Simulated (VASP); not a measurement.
ZrO2:

```
CELL_PARAMETERS angstrom
0.00000 2.54471 2.54471
2.54471 0.00000 2.54471
2.54471 2.54471 0.00000
ATOMIC_POSITIONS crystal
Zr 0.00000 0.00000 0.00000
O 0.25000 0.25000 0.25000
O 0.75000 0.75000 0.75000
```

Base run:

| Property | Result |
| --- | --- |
| Program | VASP 6.6.1 |
| Functional | r2SCAN |
| Potentials or basis | VASP PAW PBE potentials, release 64 (Zr_sv, O) |
| Cutoff | 660 eV |
| k mesh | 8 × 8 × 8 |
| Occupations | gaussian, width 0.01 eV |
| Spin | no spin polarisation |

Its results: band gap on the k mesh 3.87 eV (least direct gap 4.28 eV); pressure 0.0 GPa.

Question: The run is repeated on the same cell with these changes: functional from r2SCAN to PBE; cutoff from 660 eV to 600 eV; occupations from gaussian, width 0.01 eV to fermi-dirac, width 0.02 eV. What comes out?

Answer: Band gap on the k mesh 3.36 eV (least direct gap 3.80 eV); pressure 3.9 GPa.

Caveats: the PAW data sets were made with another functional, which shifts forces and pressure a little (at least some runs); the cell stands under pressure (at least some runs).

A k mesh can miss the band edges.
